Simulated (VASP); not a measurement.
The system is AlB2As3.

```
CELL_PARAMETERS angstrom
3.85956 0.00000 0.00000
0.00000 3.85956 0.00000
0.00000 0.00000 7.66023
ATOMIC_POSITIONS crystal
Al 0.00000 0.00000 0.50000
B 0.00000 0.00000 0.76024
B 0.00000 0.00000 0.23976
As 0.00000 0.00000 0.00000
As 0.50000 0.50000 0.50000
As 0.50000 0.50000 0.00000
```

- Program: VASP 6.6.1
- Task: relaxation of cell and atoms
- Functional: PBE
- Potentials or basis: VASP PAW PBE potentials, release 64 (Al, B, As)
- Cutoff: 600 eV
- k mesh: 4 × 4 × 2
- Occupations: gaussian, width 0.1 eV
- Spin: no spin polarisation

At the start: pressure 3.0 GPa; volume 19.02 Å³/atom.

Task: Where does the relaxation end?

Result: Over 4 steps the energy falls by 23.1 meV/atom and the volume is 19.36 Å³/atom (+1.8 %); space group P4/mmm (No. 123, to 0.05 Å).

Step by step:
| step | energy change (eV) | largest force (eV/Å) | pressure (GPa) | volume (Å³) |
| --- | --- | --- | --- | --- |
| 1 | 0.0000 | 1.3589 | 3.01 | 114.11 |
| 2 | -0.0372 | 0.9017 | -2.48 | 119.98 |
| 3 | -0.1346 | 0.1107 | -0.50 | 116.97 |
| 4 | -0.1389 | 0.0045 | -0.15 | 116.13 |

Final structure:
```yaml
crystal:
  lattice:
    - [3.83691, 0.00000, 0.00000]
    - [0.00000, 3.83691, 0.00000]
    - [0.00000, 0.00000, 7.88838]
  atoms:
    - { symbol: Al, position: [0.00000, 0.00000, 0.50000] }
    - { symbol: B, position: [0.00000, 0.00000, 0.75634] }
    - { symbol: B, position: [0.00000, 0.00000, 0.24366] }
    - { symbol: As, position: [0.00000, 0.00000, 0.00000] }
    - { symbol: As, position: [0.50000, 0.50000, 0.50000] }
    - { symbol: As, position: [0.50000, 0.50000, 0.00000] }
```

Caveat: the k points lie up to 0.41 Å⁻¹ apart in the final cell.
